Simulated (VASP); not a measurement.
# Al18H in VASP: single point with r2SCAN

Aim: the single point of Al18H with r2SCAN.

All numbers are computed with VASP 6.6.1; they aren't measurements. Logs are shortened: lines on timing, memory, paths and dates and some standing lists are left out, and cuts for length are marked.

### 1 The cell of the first run

The cell holds a slab with vacuum, 19 atoms: a = 12.150 Å, b = 5.728 Å, c = 13.864 Å, α = 90.00°, β = 90.00°, γ = 90.00°.

### 2 Single point, r2SCAN

Contents of POSCAR:

```
Al18H
1.0
   12.1500000000      0.0000000000      0.0000000000
    0.0000000000      5.7275650000      0.0000000000
    0.0000000000      0.0000000000     13.8637820000
Al H
18 1
Direct
    0.0000000000      0.0000000000      0.0721304000
    0.3333333000      0.0000000000      0.0721304000
    0.6666667000      0.0000000000      0.0721304000
    0.0000000000      0.5000000000      0.0721304000
    0.3333333000      0.5000000000      0.0721304000
    0.6666667000      0.5000000000      0.0721304000
    0.1661347900      0.2501242628      0.1637686282
    0.5005027563      0.2499557612      0.1638756926
    0.8333046314      0.2499852082      0.1733125995
    0.1654266350      0.7500702595      0.1687168780
    0.5011588282      0.7499704836      0.1692006827
    0.8333375484      0.7500181883      0.1749956058
    0.0051358195      0.0028840074      0.2712998728
    0.3331027039     -0.0146644637      0.2724588070
    0.6616674358      0.0029127938      0.2713430804
    0.0050425592      0.4970357205      0.2713406708
    0.3330101629      0.5142050009      0.2724677634
    0.6616004457      0.4970500559      0.2713250677
    0.3332051808      0.2496471986      0.3427619485
```

Contents of INCAR.step1:

```
SYSTEM = Al18H
PREC     = Accurate       ! precision mode
ENCUT    = 520            ! plane-wave cutoff, eV
ISMEAR   = 0              ! smearing method
SIGMA    = 0.1            ! smearing width, eV
LREAL    = Auto         
LASPH    = .TRUE.         ! aspherical terms in the spheres
NELM     = 100            ! most SCF steps
NBANDS   = 42             ! bands
GGA      = PE             ! functional
ALGO     = Normal         ! electronic algorithm
EDIFF    = 1E-4           ! SCF threshold, eV
LWAVE    = .TRUE.         ! write WAVECAR
LCHARG   = .FALSE.        ! write CHGCAR
```

Contents of INCAR.step2:

```
SYSTEM = Al18H
PREC     = Accurate       ! precision mode
ENCUT    = 520            ! plane-wave cutoff, eV
EDIFF    = 1E-6           ! SCF threshold, eV
ISMEAR   = 0              ! smearing method
SIGMA    = 0.1            ! smearing width, eV
LREAL    = Auto         
LASPH    = .TRUE.         ! aspherical terms in the spheres
NELM     = 100            ! most SCF steps
ALGO     = Normal         ! electronic algorithm
ISIF     = 2              ! what is computed and relaxed
LWAVE    = .FALSE.        ! write WAVECAR
LCHARG   = .FALSE.        ! write CHGCAR
METAGGA  = R2SCAN         ! meta-GGA
LMIXTAU  = .TRUE.       
NBANDS   = 42             ! bands
ISTART   = 1
```

Contents of KPOINTS:

```
regular mesh
0
G
  2 3 1
  0 0 0
```

Potentials or basis: VASP PAW PBE potentials, release 64 (Al, H).

On the command line:

```console
$ cat potpaw_PBE.64/Al/POTCAR potpaw_PBE.64/H/POTCAR > POTCAR
$ cp INCAR.step1 INCAR
$ mpirun -np 1 vasp_std > vasp.out
$ cp INCAR.step2 INCAR
$ mpirun -np 1 vasp_std > vasp.out
```

OUTCAR:

```text
SYSTEM = Al18H
   PREC = Accurate
   ENCUT = 520
   EDIFF = 1E-6
   ISMEAR = 0
   LREAL = Auto
   LASPH = .TRUE.
   NELM = 100
   ISIF = 2
   METAGGA = R2SCAN
   ISTART = 1

 ion  position               nearest neighbor table
   1  0.000  0.000  0.072-  13 2.76   7 2.78  10 2.81   9 2.85  12 2.86   4 2.86   4 2.86
   2  0.333  0.000  0.072-  14 2.78   8 2.79   7 2.79  10 2.83  11 2.83   5 2.86   5 2.86
   3  0.667  0.000  0.072-  15 2.76   8 2.78  11 2.81   9 2.85  12 2.86   6 2.86   6 2.86
   4  0.000  0.500  0.072-  16 2.76   7 2.78  10 2.81   9 2.85  12 2.86   1 2.86   1 2.86
   5  0.333  0.500  0.072-  17 2.78   7 2.79   8 2.79  10 2.83  11 2.83   2 2.86   2 2.86
   6  0.667  0.500  0.072-  18 2.76   8 2.78  11 2.81   9 2.85  12 2.86   3 2.86   3 2.86
   7  0.166  0.250  0.164-   4 2.78   1 2.78   5 2.79   2 2.79  13 2.84  16 2.84  10 2.86  10 2.86
                            17 2.94  14 2.95
   8  0.501  0.250  0.164-   3 2.78   6 2.78   2 2.79   5 2.79  18 2.84  15 2.84  11 2.86  11 2.86
                            17 2.95  14 2.95
   9  0.833  0.250  0.173-   3 2.85   6 2.85   1 2.85   4 2.85  15 2.86  12 2.86  18 2.86  12 2.86
                            16 2.86  13 2.86
  10  0.165  0.750  0.169-   1 2.81   4 2.81  13 2.81  16 2.81   2 2.83   5 2.83  14 2.83  17 2.84
                             7 2.86   7 2.86
  11  0.501  0.750  0.169-  18 2.81   6 2.81   3 2.81  15 2.81   5 2.83   2 2.83  14 2.83  17 2.84
                             8 2.86   8 2.86
  12  0.833  0.750  0.175-   1 2.86   3 2.86   4 2.86   6 2.86   9 2.86   9 2.86  15 2.87  16 2.87
                            18 2.87  13 2.87
  13  0.005  0.003  0.271-   1 2.76  10 2.81  16 2.83   7 2.84   9 2.86  12 2.87  16 2.90
  14  0.333  0.985  0.272-  19 1.80  17 2.70   2 2.78  10 2.83  11 2.83   7 2.95   8 2.95  17 3.03

  15  0.662  0.003  0.271-   3 2.76  11 2.81  18 2.83   8 2.84   9 2.86  12 2.87  18 2.90
  16  0.005  0.497  0.271-   4 2.76  10 2.81  13 2.83   7 2.84   9 2.86  12 2.87  13 2.90
  17  0.333  0.514  0.272-  19 1.80  14 2.70   5 2.78  10 2.84  11 2.84   7 2.94   8 2.95  14 3.03

  18  0.662  0.497  0.271-   6 2.76  11 2.81  15 2.83   8 2.84   9 2.86  12 2.87  15 2.90
  19  0.333  0.250  0.343-  14 1.80  17 1.80

  LATTYP: Found a simple orthorhombic cell.
 ALAT       =     5.7275650000
 B/A-ratio  =     2.1213203167
 C/A-ratio  =     2.4205368250

  Lattice vectors:

 A1 = (   0.0000000000,  -5.7275650000,   0.0000000000)
 A2 = (  12.1500000000,   0.0000000000,   0.0000000000)
 A3 = (   0.0000000000,   0.0000000000,  13.8637820000)

Analysis of symmetry for initial positions (statically):
=====================================================================
 Subroutine PRICEL returns:
 Original cell was already a primitive cell.

 Routine SETGRP: Setting up the symmetry group for a
 simple orthorhombic supercell.

 Subroutine GETGRP returns: Found  1 space group operations
 (whereof  1 operations were pure point group operations)
 out of a pool of  8 trial point group operations.

The static configuration has the point symmetry C_1 .

Analysis of symmetry for dynamics (positions and initial velocities):
=====================================================================
 Subroutine PRICEL returns:
 Original cell was already a primitive cell.

 Routine SETGRP: Setting up the symmetry group for a
 simple orthorhombic supercell.

 Subroutine GETGRP returns: Found  1 space group operations
 (whereof  1 operations were pure point group operations)
 out of a pool of  8 trial point group operations.

The dynamic configuration has the point symmetry C_1 .

 Subroutine INISYM returns: Found  1 space group operations
 (whereof  1 operations are pure point group operations),
 and found     1 'primitive' translations

----------------------------------------------------------------------------------------

                                     Primitive cell

  volume of cell :     964.7794

  direct lattice vectors                    reciprocal lattice vectors
    12.150000000  0.000000000  0.000000000     0.082304527  0.000000000  0.000000000
     0.000000000  5.727565000  0.000000000     0.000000000  0.174594265  0.000000000
     0.000000000  0.000000000 13.863782000     0.000000000  0.000000000  0.072130390

  length of vectors
    12.150000000  5.727565000 13.863782000     0.082304527  0.174594265  0.072130390

  position of ions in fractional coordinates (direct lattice)
     0.000000000  0.000000000  0.072130400
     0.333333300  0.000000000  0.072130400
     0.666666700  0.000000000  0.072130400
     0.000000000  0.500000000  0.072130400
     0.333333300  0.500000000  0.072130400
     0.666666700  0.500000000  0.072130400
[... 11 lines left out ...]
     0.661600446  0.497050056  0.271325068
     0.333205181  0.249647199  0.342761948

  ion indices of the primitive-cell ions
   primitive index   ion index
                 1           1
                 2           2
                 3           3
                 4           4
                 5           5
                 6           6
[... 11 lines left out ...]
                18          18
                19          19

----------------------------------------------------------------------------------------

 KPOINTS: regular mesh

Automatic generation of k-mesh.
 Grid dimensions read from file:
 generate k-points for:    2    3    1

 Generating k-lattice:

  Cartesian coordinates                     Fractional coordinates (reciprocal lattice)
     0.041152263  0.000000000  0.000000000     0.500000000  0.000000000  0.000000000
     0.000000000  0.058198088  0.000000000     0.000000000  0.333333333  0.000000000
     0.000000000  0.000000000  0.072130390     0.000000000  0.000000000  1.000000000

  Length of vectors
     0.041152263  0.058198088  0.072130390

  Shift w.r.t. Gamma in fractional coordinates (k-lattice)
     0.000000000  0.000000000  0.000000000

 Subroutine IBZKPT returns following result:
 ===========================================

 Found      4 irreducible k-points:

 Following reciprocal coordinates:
            Coordinates               Weight
  0.000000  0.000000  0.000000      1.000000
  0.500000  0.000000  0.000000      1.000000
  0.000000  0.333333  0.000000      2.000000
  0.500000  0.333333  0.000000      2.000000
   k-points           NKPTS =      4   k-points in BZ     NKDIM =      4   number of bands    NBANDS=     42
   number of dos      NEDOS =    301   number of ions     NIONS =     19
   total plane-waves  NPLWV = 466560
   dimension x,y,z NGX =    90 NGY =   48 NGZ =  108
   dimension x,y,z NGXF=   180 NGYF=   96 NGZF=  216
   ions per type =              18   1
   NGX,Y,Z   is equivalent  to a cutoff of  12.31, 13.93, 12.95 a.u.
   NGXF,Y,Z  is equivalent  to a cutoff of  24.63, 27.86, 25.90 a.u.
 SYSTEM =  Al18H
   PREC   = accura    normal or accurate (medium, high low for compatibility)
   ISTART =      1    job   : 0-new  1-cont  2-samecut
   ICHARG =      0    charge: 1-file 2-atom 10-const
   ISPIN  =      1    spin polarized calculation?
   LNONCOLLINEAR =      F non collinear calculations
   LSORBIT =      F    spin-orbit coupling
   LASPH  =      T    aspherical Exc in radial PAW
   ENCUT  =  520.0 eV  38.22 Ry    6.18 a.u.  22.59 10.65 25.78*2*pi/ulx,y,z
   NELM   =    100;   NELMIN=  2; NELMDL=  0     # of ELM steps
   EDIFF  = 0.1E-05   stopping-criterion for ELM
   LREAL  =      T    real-space projection
   EDIFFG = 0.1E-04   stopping-criterion for IOM
   NSW    =      0    number of steps for IOM
   IBRION =     -1    ionic relax: 0-MD 1-quasi-New 2-CG
   NFREE  =      0    steps in history (QN), initial steepest desc. (CG)
   ISIF   =      2    stress and relaxation
   ISYM   =      2    0-nonsym 1-usesym 2-fastsym
   POTIM  = 0.5000    time-step for ionic-motion
   TEBEG  =    0.0;   TEEND  =   0.0 temperature during run
   PSTRESS=    0.0 pullay stress
   NELECT =      55.0000    total number of electrons
   NUPDOWN=      -1.0000    fix difference up-down
   EMIN   =  10.00;   EMAX   =-10.00  energy-range for DOS
   EFERMI =   0.00;   METHOD = LEGACY
   ISMEAR =     0;   SIGMA  =   0.10  broadening in eV -4-tet -1-fermi 0-gaus
   EFERMI_NEDOS =   21; number of points for ismear=-14 and -15
   IALGO  =     38    algorithm
   IMIX   =      4    mixing-type and parameters
     AMIX     =   0.40;   BMIX     =  1.00
     AMIX_MAG =   1.60;   BMIX_MAG =  1.00
  volume/ion in A,a.u.               =      50.78       342.67
  Fermi-wavevector in a.u.,A,eV,Ry     =   0.630066  1.190653  5.401292  0.396984
  Thomas-Fermi vector in A             =   1.692572
   LORBIT       =      0    0 simple, 1 ext, 2 COOP (PROOUT), +10 PAW based schemes
   METAGGA = R2SCAN    functional components
   LHFCALC =     F    Hartree Fock is set to
   AEXX    =    0.0000 exact exchange contribution
   IVDW    =     0    specifies the selected vdW correction
   LEPSILON=     F    determine dielectric tensor
   LRPA    =     F    only Hartree local field effects (RPA)
 non-spin polarized calculation
 Gauss-broadening in eV      SIGMA  =   0.10
  energy-cutoff  :      520.00
  volume of cell :      964.78
 maximum number of plane-waves:     25994
   NGX = 45   NGY = 21   NGZ = 51

 number of electron      54.9999999 magnetization

 Free energy of the ion-electron system (eV)
  ---------------------------------------------------
  ext. energy  EPLUGINS =         0.00000000
  ---------------------------------------------------
  free energy    TOTEN  =      -115.27550507 eV

  energy without entropy =     -115.21655176  energy(sigma->0) =     -115.24602842

 E-fermi :  -0.3356     XC(G=0):  -4.7016

 val. band max:       -0.3356461192   @ k =   0.0000   0.3333   0.0000
 cond. band min:      -0.2961336533   @ k =   0.0000   0.3333   0.0000
 fundamental gap:      0.0395124659
 Fermi energy:        -0.3355796457

 k-point     1 :       0.0000    0.0000    0.0000
  band No.  band energies     occupation
      1     -10.7024      2.00000
      2      -9.6787      2.00000
      3      -9.6728      2.00000
      4      -7.4178      2.00000
      5      -6.4983      2.00000
      6      -6.4149      2.00000
[... 31 lines left out ...]
     38       2.1538      0.00000
     39       2.1679      0.00000
[... 124 lines left out ...]
     38       2.0456      0.00000
     39       2.0463      0.00000
 [bands above 39 left out]

------------------------ aborting loop because EDIFF is reached ----------------------------------------

  FORCE on cell =-STRESS in cart. coord.  units (eV):
  Direction    XX          YY          ZZ          XY          YZ          ZX
  --------------------------------------------------------------------------------------
  -------------------------------------------------------------------------------------
  Total      -19.5086612    -15.0809814     -0.1658265     -0.0045799      0.0042167      0.0217419
  in kB      -32.3973900    -25.0444882     -0.2753826     -0.0076056      0.0070025      0.0361060
  external PRESSURE =     -19.2390870 kB  Pullay stress =       0.0000000 kB

 VOLUME and BASIS-vectors are now :
 -----------------------------------------------------------------------------
  energy-cutoff  :      520.00
  volume of cell :      964.78
      direct lattice vectors                 reciprocal lattice vectors
    12.150000000  0.000000000  0.000000000     0.082304527  0.000000000  0.000000000
     0.000000000  5.727565000  0.000000000     0.000000000  0.174594265  0.000000000
     0.000000000  0.000000000 13.863782000     0.000000000  0.000000000  0.072130390

 POSITION                                       TOTAL-FORCE (eV/Angst)
 -----------------------------------------------------------------------------------
      0.00000      0.00000      1.00000        -0.074663     -0.010097     -0.030596
      4.05000      0.00000      1.00000         0.002222     -0.227070      0.073727
      8.10000      0.00000      1.00000         0.068818     -0.013994     -0.027209
      0.00000      2.86378      1.00000        -0.075047      0.010696     -0.029522
      4.05000      2.86378      1.00000         0.003187      0.227770      0.072803
      8.10000      2.86378      1.00000         0.069204      0.013551     -0.027545
[... 11 lines left out ...]
      8.03845      2.84689      3.76159         0.008947      0.000540     -0.000143
      4.04844      1.42987      4.75198         0.000559      0.000829     -0.008727
 -----------------------------------------------------------------------------------
    total drift:                                0.002025      0.000736      0.005944

  FREE ENERGIE OF THE ION-ELECTRON SYSTEM (eV)
  ---------------------------------------------------
  free  energy   TOTEN  =      -115.2755050706 eV

  energy  without entropy=     -115.2165517627  energy(sigma->0) =     -115.24602842
```

Run time: 22 min. Hardware: 1 thread of Intel Xeon Platinum 8375C at 2.90GHz (Ice Lake), shared host; peak memory 1 GiB.

Results:

```yaml
Free_energy: -115.2755 eV
Largest_force: 0.239 eV/Å
Band_gap_on_the_k_mesh: zero (an odd number of electrons rules out a gap without spin polarisation)
```

Forces on the atoms (eV/Å):
```
Al  -0.075 -0.010 -0.031
Al   0.002 -0.227  0.074
Al   0.069 -0.014 -0.027
Al  -0.075  0.011 -0.030
Al   0.003  0.228  0.073
Al   0.069  0.014 -0.028
Al  -0.007 -0.002 -0.001
Al   0.006  0.000  0.001
Al   0.002  0.000  0.006
Al   0.003 -0.001  0.003
Al  -0.007  0.000 -0.004
Al  -0.001 -0.001  0.009
Al  -0.007 -0.001  0.001
Al   0.000  0.000 -0.018
Al   0.006 -0.001 -0.001
Al  -0.003  0.002 -0.002
Al   0.004  0.002 -0.018
Al   0.009  0.001  0.000
H    0.001  0.001 -0.009
```

Levels at points of the mesh, in eV from the Fermi level:
| k point | band 24 | band 25 | band 26 | band 27 | band 28 | band 29 | band 30 | band 31 |
| --- | --- | --- | --- | --- | --- | --- | --- | --- |
| (0.00, 0.00, 0.00) | -1.40 | -1.34 | -1.17 | -1.09 | -1.01 | -0.42 | -0.42 | 0.07 |
| (0.50, 0.00, 0.00) | -1.22 | -1.08 | -0.84 | -0.10 | 0.06 | 0.34 | 0.38 | 0.40 |

Caveat: the k points lie up to 0.37 Å⁻¹ apart, too coarse for converged energies and pressures of a metal; the PAW data sets were made with another functional, which shifts forces and pressure a little.
